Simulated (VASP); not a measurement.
Wanted: the native input for a VASP 6.6.1 run.

```yaml
Task: single point
Functional: LDA
Potentials_or_basis: VASP PAW LDA potentials, release 64 (Cs_sv, Cd, Cl)
Cutoff: 520 eV
k_mesh: 6 × 6 × 6
Occupations: gaussian, width 0.05 eV
Spin: no spin polarisation
Dipole_correction: no
Further_INCAR_settings: ALGO = Normal; EDIFF = 1e-07; NBANDS = 29
```

The structure of CsCdCl3 lies in POSCAR:

```
CsCdCl3
1.0
    5.1220000000      0.0000000000      0.0000000000
    0.0000000000      5.1220000000      0.0000000000
    0.0000000000      0.0000000000      5.3560000000
Cs Cd Cl
1 1 3
Direct
    0.0000000000      0.0000000000      0.0000000000
    0.5000000000      0.5000000000      0.5000000000
    0.0000000000      0.5000000000      0.5000000000
    0.5000000000      0.0000000000      0.5000000000
    0.5000000000      0.5000000000      0.0000000000
```

This cell differs from its parent crystal: strain -0.015 along x and y, +0.030 along z.

These files were run (other wordings do the same):

INCAR

```
SYSTEM = CsCdCl3
PREC     = Accurate       ! precision mode
ENCUT    = 520            ! plane-wave cutoff, eV
EDIFF    = 1E-7           ! SCF threshold, eV
ISMEAR   = 0              ! smearing method
SIGMA    = 0.05           ! smearing width, eV
LREAL    = .False.        ! projectors in reciprocal space
LASPH    = .True.         ! aspherical terms in the spheres
NELM     = 60             ! most SCF steps
ALGO     = Normal         ! electronic algorithm
ISIF     = 2              ! what is computed and relaxed
LWAVE    = .False.        ! write WAVECAR
LCHARG   = .False.        ! write CHGCAR
NBANDS   = 29             ! bands
```

KPOINTS

```
regular mesh
0
Gamma
  6 6 6
  0 0 0
```

Potentials or basis: VASP PAW LDA potentials, release 64 (Cs_sv, Cd, Cl).

The run is started by

```bash
$ cat potpaw_LDA.64/Cs_sv/POTCAR potpaw_LDA.64/Cd/POTCAR potpaw_LDA.64/Cl/POTCAR > POTCAR
$ mpirun -np 1 vasp_std > vasp.out
```

It gave:

The pressure is -1.5 GPa and the band gap on the k mesh is 1.46 eV (least direct gap 2.12 eV).

Caveat: the cell differs from its parent crystal (strain -0.015 along x and y, +0.030 along z); spin-orbit coupling is left out, which moves the levels of the heavy elements.

Wall time 92 s on 1 thread of Intel(R) Xeon(R) Platinum 8488C (Sapphire Rapids), on a shared host, peak memory 0.29 GiB.
